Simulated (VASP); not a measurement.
MgO, 2 atoms in the cell. Symmetry: Fm-3m, No. 225, cubic system. The conventional cell has a = 4.411 Å, b = 4.411 Å, c = 4.411 Å, α = 90.00°, β = 90.00°, γ = 90.00°. Within 2.9 Å of Mg (site symmetry m-3m) lie 6 O at 2.21 Å. O (site symmetry m-3m) has 6 Mg at 2.21 Å within 2.9 Å. 

| Property | Result |
| --- | --- |
| Program | VASP 6.6.1 |
| Task | single point |
| Functional | PBE |
| Potentials or basis | VASP PAW PBE potentials, release 64 (Mg, O) |
| Cutoff | 600 eV |
| k mesh | 9 × 9 × 9 |
| Occupations | gaussian, width 0.01 eV |
| Spin | no spin polarisation |
| Dipole correction | no |
| Further INCAR settings | ALGO = Normal; EDIFF = 1e-06; NBANDS = 11 |

Potentials or basis: VASP PAW PBE potentials, release 64 (Mg, O).

Launch:

```sh
$ cat potpaw_PBE.64/Mg/POTCAR potpaw_PBE.64/O/POTCAR > POTCAR
$ mpirun -np 1 vasp_std > vasp.out
```

Hardware: 1 thread of Intel(R) Xeon(R) 6975P-C (Granite Rapids), on a shared host.

Estimate the wall time of this run.

Run time: 8.1 s on 1 thread of Intel(R) Xeon(R) 6975P-C (Granite Rapids), on a shared host, peak memory 0.15 GiB. Counts: scf iterations 11, k points 35.
